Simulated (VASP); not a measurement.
Wanted: the native input for a VASP 6.6.1 run.

| Item | Value |
| --- | --- |
| Task | single point |
| Functional | PBE |
| Potentials or basis | VASP PAW PBE potentials, release 64 (Mg) |
| Cutoff | 520 eV |
| k mesh | 7 × 7 × 22 |
| Occupations | gaussian, width 0.1 eV |
| Spin | no spin polarisation |
| Dipole correction | no |
| Further INCAR settings | ALGO = Normal; EDIFF = 1e-07; NBANDS = 9 |

The structure of Mg lies in POSCAR:

```
Mg
1.0
    5.4423086079      0.0000000000      0.0000000000
    0.0000000000      5.4423011279      0.0090231156
    0.0000000000     -2.7185457570      1.5786698597
Mg
2
Direct
    0.2500000000      0.3321268474     -0.0013633211
    0.7500000000      0.6678731526      0.0013633211
```

These files were run (other wordings do the same):

INCAR

```
PREC = Accurate
ENCUT = 520
EDIFF = 1E-7
ISMEAR = 0
SIGMA = 0.1
LREAL = False
LASPH = True
NELM = 80
ALGO = Normal
ISIF = 2
LWAVE = False
LCHARG = False
GGA = PE
NBANDS = 9
```

KPOINTS

```
regular mesh
0
Gamma
  7 7 22
```

Potentials or basis: VASP PAW PBE potentials, release 64 (Mg).

Command:

```bash
$ cat potpaw_PBE.64/Mg/POTCAR > POTCAR
$ mpirun -np 1 vasp_std > vasp.out
```

It gave:

```json
{
  "Pressure": "-0.7 GPa",
  "Band gap on the k mesh": "zero (band 2 reaches 3.52 eV, above the bottom of band 3 at 0.73 eV)"
}
```

Run time: 38 s on 1 thread of Intel(R) Xeon(R) 6975P-C (Granite Rapids), with other jobs on the host, peak memory 0.27 GiB.
